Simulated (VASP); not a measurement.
Input of a VASP 6.6.1 run:

The input INCAR:

```
ALGO = Normal
EDIFF = 1E-6
ENCUT = 520
GGA = RP
ISIF = 2
ISMEAR = -1
ISPIN = 2
LASPH = True
LCHARG = True
LELF = True
LMAXMIX = 4
LORBIT = 11
LREAL = False
LVHAR = True
LWAVE = False
MAGMOM = 0.5
NBANDS = 15
NELM = 150
PREC = Accurate
SIGMA = 0.05
```

KPOINTS

```
k-points
0
Gamma
  13 13 13
```

Contents of POSCAR:

```
Pd
1.0
    2.5332113939      0.0000000000      0.0000000000
    0.0000000000      2.5332113939      0.0000000000
    0.0000000000      0.0000000000      2.5332113939
Pd
1
Direct
    0.0000000000      0.0000000000      0.0000000000
```

Potentials or basis: VASP PAW PBE potentials, release 64 (Pd).

Launch:

```bash
$ cat potpaw_PBE.64/Pd/POTCAR > POTCAR
$ mpirun -np 1 vasp_std > vasp.out
```

(1) What does it give for the net moment?

(2) Estimate the pressure.

Results:

(1) 0.00 μB per cell.

(2) 18.3 GPa.

Caveat: the PAW data sets were made with another functional, which shifts forces and pressure a little.
